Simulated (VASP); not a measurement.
# HPb32 (a cell with a defect) in VASP: a series of runs, part 2 of 2

VASP 6.6.1.

## 3. Single point, PBE+D3(BJ)

INCAR reads:

```
ALGO = Normal
EDIFF = 1E-6
ENCUT = 520
GGA = PE
ISIF = 2
ISMEAR = -1
IVDW = 12
LASPH = T
LCHARG = F
LREAL = Auto
LWAVE = F
NBANDS = 246
NELM = 80
PREC = Accurate
SIGMA = 0.15
```

KPOINTS reads:

```
k-points
0
Gamma
  1 1 1
```

POSCAR reads:

```
HPb32
1.0
    9.9000000000      0.0000000000      0.0000000000
    0.0000000000      9.9000000000      0.0000000000
    0.0000000000      0.0000000000      9.9000000000
Pb H
32 1
Direct
    0.4942020202     -0.0013636364      0.0270808081
    0.7570808081      0.2636262626     -0.0129090909
    0.7514343434     -0.0173737374      0.2116262626
   -0.0135555556     -0.0000707071     -0.0034040404
    0.2074040404      0.2491212121      0.0024646465
    0.5005555556      0.5087272727     -0.0342424242
    0.7059696970      0.7300101010     -0.0351010101
    0.2370202020     -0.0292525253      0.2412626263
    0.5119292929      0.2566060606      0.2780707071
    0.7120000000      0.5265959596      0.2114545455
    0.5671313131     -0.0123939394      0.5244646465
    0.7394545455      0.2653030303      0.4971212121
    0.7945353535     -0.0020505051      0.7467272727
   -0.0244141414      0.5067070707     -0.0053535354
    0.2420202020      0.7506666667     -0.0262525253
   -0.0225959596      0.2669494949      0.2376363636
    0.2630404040      0.5322727273      0.2401919192
    0.4994141414      0.7628787879      0.2947979798
   -0.0254848485      0.0036464646      0.4133333333
    0.2411313131      0.2448888889      0.5056868687
    0.5049595960      0.5002828283      0.5110505051
    0.7628383838      0.7692727273      0.4921313131
    0.2655757576     -0.0174848485      0.7564444444
    0.5229494949      0.1734040404      0.7605656566
    0.7668888889      0.4924545455      0.7531111111
   -0.0223030303      0.7103838384      0.2428585859
    0.0350606061      0.5274646465      0.5500202020
    0.2459898990      0.7621616162      0.5293434343
    0.0125656566      0.2908484848      0.7410404040
    0.2659090909      0.5060303030      0.7593838384
    0.5024040404      0.7756464646      0.7658787879
    0.0070707071      0.7447878788      0.7688686869
    0.5097272727      0.5121313131      0.7050000000
```

Potentials or basis: VASP PAW PBE potentials, release 64 (Pb_d, H).

On the command line:

```
$ cat potpaw_PBE.64/Pb_d/POTCAR potpaw_PBE.64/H/POTCAR > POTCAR
$ mpirun -np 1 vasp_gam > vasp.out
```

OUTCAR:

```text
EDIFF = 1E-6
   ENCUT = 520
   GGA = PE
   ISIF = 2
   ISMEAR = -1
   IVDW = 12
   LASPH = T
   LREAL = Auto
   NELM = 80
   PREC = Accurate
 IVDW          = 12

 ion  position               nearest neighbor table
   1  0.494  0.999  0.027-   3 3.14  24 3.17   8 3.32  31 3.40   7 3.44  23 3.51  18 3.53  15 3.54
                             9 3.57   2 3.72   5 3.78  13 4.07
   2  0.757  0.264  0.987-  14 3.24  25 3.24  16 3.30  24 3.35  10 3.45   4 3.46   6 3.52  29 3.52
                             3 3.56  13 3.57   1 3.72   9 3.77
   3  0.751  0.983  0.212-  19 2.98   1 3.14   4 3.16  18 3.41  22 3.49  26 3.52   7 3.52   2 3.56
                            11 3.59  16 3.60   9 3.66  12 3.98
   4  0.986  1.000  0.997-  13 3.12   3 3.16   5 3.30  32 3.39   2 3.46   8 3.48  15 3.54  16 3.56
                            23 3.65  26 3.76  29 3.84   7 3.87  19 4.13
   5  0.207  0.249  0.002-  29 3.25  16 3.26   4 3.30  14 3.43  30 3.55  23 3.64   8 3.64  17 3.70
                             1 3.78   6 3.89  24 4.01   9 4.07
   6  0.501  0.509  0.966-   7 2.99  30 3.09  10 3.21  31 3.30  25 3.38  15 3.51   2 3.52  17 3.60
                             5 3.89  24 3.90   9 3.98  18 4.12
   7  0.706  0.730  0.965-  31 2.85   6 2.99  10 3.16  25 3.21   1 3.44  14 3.48   3 3.52  13 3.53
                            32 3.56  26 3.85   4 3.87  18 3.87
   8  0.237  0.971  0.241-  19 3.12   1 3.32  18 3.36  15 3.43   4 3.48  28 3.52  26 3.64   5 3.64
                            20 3.77  16 3.90   9 3.94
   9  0.512  0.257  0.278-  12 3.13  21 3.34  10 3.39  20 3.50   1 3.57  11 3.65   3 3.66  17 3.70
[... 5 lines left out ...]
  12  0.739  0.265  0.497-   9 3.13  11 3.25  21 3.29  25 3.40  16 3.49  24 3.50  19 3.58  29 3.63
                            13 3.66  10 3.84  27 3.95   3 3.98
  13  0.795  0.998  0.747-   4 3.12  11 3.15  24 3.20  32 3.28  22 3.40   7 3.53   2 3.57  29 3.62
                            31 3.64  12 3.66  19 3.75   1 4.07
  14  0.976  0.507  0.995-  25 3.16  26 3.18   2 3.24  32 3.26  29 3.32  16 3.38  10 3.38   5 3.43
                             7 3.48  15 3.58  30 3.70  17 3.75
  15  0.242  0.751  0.974-  32 3.09  23 3.15  30 3.23  31 3.31  17 3.42   8 3.43   6 3.51   1 3.54
                             4 3.54  14 3.58  26 3.76  18 4.08
  16  0.977  0.267  0.238-  19 3.13   5 3.26   2 3.30  14 3.38  12 3.49   4 3.56   3 3.60  10 3.68
                            20 3.73  17 3.86   8 3.90  27 4.07
  17  0.263  0.532  0.240-  18 3.31  26 3.33  15 3.42   6 3.60  21 3.61  28 3.66   9 3.70   5 3.70
                            14 3.75  27 3.81  16 3.86  20 3.88
  18  0.499  0.763  0.295-  11 3.25  10 3.25  22 3.26  17 3.31   8 3.36  21 3.37   3 3.41  28 3.42
                             1 3.53   7 3.87  15 4.08   6 4.12
  19  0.975  0.004  0.413-   3 2.98   8 3.12  16 3.13  22 3.22  26 3.36  12 3.58  20 3.68  13 3.75
                            28 3.78   4 4.13
  20  0.241  0.245  0.506-  29 3.28  27 3.49   9 3.50  23 3.60  30 3.61  21 3.64  19 3.68  16 3.73
                             8 3.77  24 3.83  17 3.88  11 4.12
  21  0.505  0.500  0.511-  33 1.92  12 3.29   9 3.34  18 3.37  30 3.41  25 3.53  17 3.61  10 3.61
                            20 3.64  28 3.65  22 3.69  31 3.71  24 4.08
  22  0.763  0.769  0.492-  11 2.92  19 3.22  18 3.26  26 3.31  13 3.40   3 3.49  27 3.65  32 3.66
                            21 3.69  10 3.71  31 3.74  25 3.77
  23  0.266  0.983  0.756-  31 3.11  28 3.14  15 3.15  24 3.17  32 3.48   1 3.51  20 3.60   5 3.64
                             4 3.65  11 3.77  29 3.95
  24  0.523  0.173  0.761-  11 3.01   1 3.17  23 3.17  13 3.20   2 3.35  12 3.50  20 3.83   6 3.90
                            31 3.94  25 3.98   5 4.01  21 4.08
  25  0.767  0.492  0.753-  29 3.15  14 3.16   7 3.21   2 3.24  27 3.35   6 3.38  12 3.40  32 3.45
                            21 3.53  22 3.77  31 3.84  24 3.98
  26  0.978  0.710  0.243-  14 3.18  10 3.21  22 3.31  17 3.33  19 3.36   3 3.52  27 3.58   8 3.64
                            15 3.76   4 3.76   7 3.85  28 3.92
  27  0.035  0.527  0.550-  29 3.02  32 3.07  30 3.09  28 3.13  25 3.35  20 3.49  26 3.58  22 3.65
                            17 3.81  12 3.95  16 4.07
  28  0.246  0.762  0.529-  27 3.13  23 3.14  32 3.35  30 3.41  18 3.42  31 3.46   8 3.52  21 3.65
                            17 3.66  19 3.78  11 3.88  26 3.92
  29  0.013  0.291  0.741-  27 3.02  25 3.15   5 3.25  20 3.28  30 3.30  14 3.32   2 3.52  13 3.62
                            12 3.63   4 3.84  23 3.95
  30  0.266  0.506  0.759-  33 2.47  27 3.09   6 3.09  15 3.23  29 3.30  21 3.41  28 3.41  32 3.49
[... 179 lines left out ...]
   NELM   =     80;   NELMIN=  2; NELMDL= -5     # of ELM steps
   EDIFF  = 0.1E-05   stopping-criterion for ELM
   LREAL  =      T    real-space projection
   EDIFFG = 0.1E-04   stopping-criterion for IOM
   NSW    =      0    number of steps for IOM
   IBRION =     -1    ionic relax: 0-MD 1-quasi-New 2-CG
   NFREE  =      0    steps in history (QN), initial steepest desc. (CG)
   ISIF   =      2    stress and relaxation
   ISYM   =      2    0-nonsym 1-usesym 2-fastsym
   POTIM  = 0.5000    time-step for ionic-motion
   TEBEG  =    0.0;   TEEND  =   0.0 temperature during run
   PSTRESS=    0.0 pullay stress
   NELECT =     449.0000    total number of electrons
   NUPDOWN=      -1.0000    fix difference up-down
   EMIN   =  10.00;   EMAX   =-10.00  energy-range for DOS
   EFERMI =   0.00;   METHOD = LEGACY
   ISMEAR =    -1;   SIGMA  =   0.15  broadening in eV -4-tet -1-fermi 0-gaus
   EFERMI_NEDOS =   21; number of points for ismear=-14 and -15
   IALGO  =     38    algorithm
   IMIX   =      4    mixing-type and parameters
     AMIX     =   0.40;   BMIX     =  1.00
     AMIX_MAG =   1.60;   BMIX_MAG =  1.00
  volume/ion in A,a.u.               =      29.40       198.42
  Fermi-wavevector in a.u.,A,eV,Ry     =   1.266257  2.392878 21.815663  1.603406
  Thomas-Fermi vector in A             =   2.399467
   LORBIT       =      0    0 simple, 1 ext, 2 COOP (PROOUT), +10 PAW based schemes
   GGA     = PE    functional components
   LHFCALC =     F    Hartree Fock is set to
   AEXX    =    0.0000 exact exchange contribution
   IVDW    =    12    specifies the selected vdW correction
   LEPSILON=     F    determine dielectric tensor
   LRPA    =     F    only Hartree local field effects (RPA)
 non-spin polarized calculation
  energy-cutoff  :      520.00
  volume of cell :      970.30
 maximum number of plane-waves:     13001
 NGX is ok and might be reduce to    80
   NGX = 37   NGY = 37   NGZ = 37

 number of electron     448.9999993 magnetization

 Free energy of the ion-electron system (eV)
  ---------------------------------------------------
  ext. energy  EPLUGINS =         0.00000000
  ---------------------------------------------------
  free energy    TOTEN  =      -108.10338291 eV

  energy without entropy =     -107.09818961  energy(sigma->0) =     -107.60078626

 E-fermi :   7.0402     XC(G=0): -10.1345

 val. band max:        6.7754532321   @ k =   0.0000   0.0000   0.0000
 cond. band min:       7.1930457219   @ k =   0.0000   0.0000   0.0000
 fundamental gap:      0.4175924898
 Fermi energy:         7.0401985899

 k-point     1 :       0.0000    0.0000    0.0000
  band No.  band energies     occupation
      1     -10.0742      2.00000
      2     -10.0685      2.00000
      3     -10.0401      2.00000
      4     -10.0392      2.00000
      5     -10.0301      2.00000
      6     -10.0121      2.00000
[... 228 lines left out ...]
    235       7.8602      0.00841
    236       7.9097      0.00606
 [bands above 236 left out]

------------------------ aborting loop because EDIFF is reached ----------------------------------------

 Edisp (eV)  -13.26981

 E8    (eV) :    -6.7144

  FORCE on cell =-STRESS in cart. coord.  units (eV):
  Direction    XX          YY          ZZ          XY          YZ          ZX
  --------------------------------------------------------------------------------------
  -------------------------------------------------------------------------------------
  Total      27.21200    22.83906    30.39267     1.00194     1.72561     7.60497
  in kB      44.93300    37.71232    50.18499     1.65443     2.84936    12.55748
  external pressure =       44.28 kB  Pullay stress =        0.00 kB

 VOLUME and BASIS-vectors are now :
 -----------------------------------------------------------------------------
  energy-cutoff  :      520.00
  volume of cell :      970.30
      direct lattice vectors                 reciprocal lattice vectors
     9.900000000  0.000000000  0.000000000     0.101010101  0.000000000  0.000000000
     0.000000000  9.900000000  0.000000000     0.000000000  0.101010101  0.000000000
     0.000000000  0.000000000  9.900000000     0.000000000  0.000000000  0.101010101

 POSITION                                       TOTAL-FORCE (eV/Angst)
 -----------------------------------------------------------------------------------
      4.89260      9.88650      0.26810        -0.303235     -0.016053     -0.207564
      7.49510      2.60990      9.77220        -0.366742     -0.216186      0.223725
      7.43920      9.72800      2.09510         0.038723     -0.179473     -0.376015
      9.76580      9.89930      9.86630         0.540436      0.111800      1.030710
      2.05330      2.46630      0.02440         0.218843     -0.252096      0.052594
      4.95550      5.03640      9.56100        -0.458294     -0.862292      0.162964
[... 25 lines left out ...]
      0.07000      7.37340      7.61180        -0.758999      0.203214     -0.067944
      5.04630      5.07010      6.97950        -0.009207     -0.056800      0.757295
 -----------------------------------------------------------------------------------
    total drift:                                0.019024      0.000320      0.010002

  FREE ENERGIE OF THE ION-ELECTRON SYSTEM (eV)
  ---------------------------------------------------
  free  energy   TOTEN  =      -121.3731903290 eV

  energy  without entropy=     -120.3679970278  energy(sigma->0) =     -120.87059368
```

It took 8.6 min on 1 thread of Intel Xeon Platinum 8488C (Sapphire Rapids), shared host; peak memory 0.95 GiB.

Results:

| Quantity | Value |
| --- | --- |
| Free energy | -121.3732 eV |
| Pressure | 4.4 GPa |
| Largest force | 1.833 eV/Å |
| Dispersion energy per atom | -0.402 eV |

Forces in eV/Å, atoms in the order of the input:
```
Pb  -0.303 -0.016 -0.208
Pb  -0.367 -0.216  0.224
Pb   0.039 -0.179 -0.376
Pb   0.540  0.112  1.031
Pb   0.219 -0.252  0.053
Pb  -0.458 -0.862  0.163
Pb   1.437  0.864  0.739
Pb  -0.240 -0.141 -0.387
Pb  -0.286  0.360 -0.500
Pb  -0.397 -0.430  0.220
Pb  -1.125  0.486 -0.580
Pb   0.499 -0.108  0.377
Pb   0.241  0.016 -0.358
Pb   0.474  0.107 -0.196
Pb   0.429  0.178  0.714
Pb   0.135  0.231 -0.061
Pb   0.516 -0.139  0.107
Pb  -0.026 -0.239 -0.467
Pb   0.081 -0.186  0.581
Pb   0.213  0.066 -0.327
Pb  -0.197  0.001 -0.494
Pb   0.749 -1.207  0.491
Pb  -0.413  0.701  0.253
Pb   0.027  0.581  0.426
Pb  -0.725  0.238 -0.687
Pb   0.304  0.321  0.233
Pb  -0.435  0.156 -1.022
Pb   0.084  0.097 -0.436
Pb  -0.029 -0.918  0.654
Pb   0.189 -0.352 -0.080
Pb  -0.406  0.586 -0.776
Pb  -0.759  0.203 -0.068
H   -0.009 -0.057  0.757
```

Caveat: the k points lie up to 0.63 Å⁻¹ apart; spin-orbit coupling is left out, which moves the levels of the heavy elements.
